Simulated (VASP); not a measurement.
InP2N3, 6 atoms in the cell. It takes space group P-3m1 (No. 164, trigonal). Conventional cell: a = 3.193 Å, b = 3.193 Å, c = 7.691 Å, α = 90.00°, β = 90.00°, γ = 120.00°. Within 3.3 Å of In (site symmetry -3m) lie 6 N at 2.34 Å and 6 In at 3.19 Å and 6 P at 3.22 Å. P (site symmetry 3m) has 6 N at 2.20 Å within 2.9 Å. Within 2.9 Å of N (site symmetry 3m) lie 3 P at 2.20 Å and 3 In at 2.34 Å. N (site symmetry -3m) has 6 P at 2.20 Å within 2.9 Å. The cell was generated, and may not be a known phase.

| Quantity | Value |
| --- | --- |
| Program | VASP 6.6.1 |
| Task | relaxation of cell and atoms |
| Functional | PBE |
| Potentials or basis | VASP PAW PBE potentials, release 64 (In_d, P, N) |
| Cutoff | 600 eV |
| k mesh | 12 × 12 × 6 |
| Occupations | gaussian, width 0.1 eV |
| Spin | no spin polarisation |
| Dipole correction | no |
| Further INCAR settings | ALGO = Normal; EDIFF = 1e-06; IBRION = 2; EDIFFG = -0.01; NSW = 100; ISIF = 3 |

Potentials or basis: VASP PAW PBE potentials, release 64 (In_d, P, N).

Launch:

```sh
$ cat potpaw_PBE.64/In_d/POTCAR potpaw_PBE.64/P/POTCAR potpaw_PBE.64/N/POTCAR > POTCAR
$ mpirun -np 1 vasp_std > vasp.out
```

Hardware: 1 thread of AMD EPYC 9R45 96-Core Processor (Zen 5) (shared host).

Estimate the wall time of this run.

Run time: 8.5 min on 1 thread of AMD EPYC 9R45 96-Core Processor (Zen 5), with other jobs on the host, peak memory 0.32 GiB. Counts: scf iterations 60, k points 100, ion steps 9.
